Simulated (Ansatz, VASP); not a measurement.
Two plane-wave programs on ZnO

```
CELL_PARAMETERS angstrom
3.18933 0.00000 0.00000
-1.59466 2.76204 0.00000
0.00000 0.00000 7.23740
ATOMIC_POSITIONS crystal
Zn 0.00000 0.00000 0.75000
Zn 0.00000 0.00000 0.25000
O 0.33333 0.66667 0.25000
O 0.66667 0.33333 0.75000
```

Change from the starting cell: strain -0.030 along x and y, +0.015 along z, atoms carried along.

Alike in both runs: task single point; functional PBE; dispersion D3(BJ); k mesh 9 × 9 × 4; occupations gaussian, width 0.05 eV; no spin polarisation.

|  | VASP | Ansatz |
| --- | --- | --- |
| version | VASP 6.6.1 | Ansatz 0.2.0 |
| potentials or method | VASP PAW PBE potentials, release 64 (Zn, O), cutoff 520 eV | scalar-relativistic, plane waves, PAW |
| valence electrons in the cell | 36 | 36 |

|  | VASP | Ansatz | Ansatz less VASP |
| --- | --- | --- | --- |
| gap on the k mesh at the Fermi level (eV) | 0.86 | 0.85 | -0.007 |
| least direct gap on the mesh (eV) | 0.86 | 0.85 | -0.007 |
| pressure (GPa) | 7.8 | 6.8 | -1.00 |
| traceless stress, the component that is largest in VASP (GPa) | -9.65 | -8.55 | +1.098 |
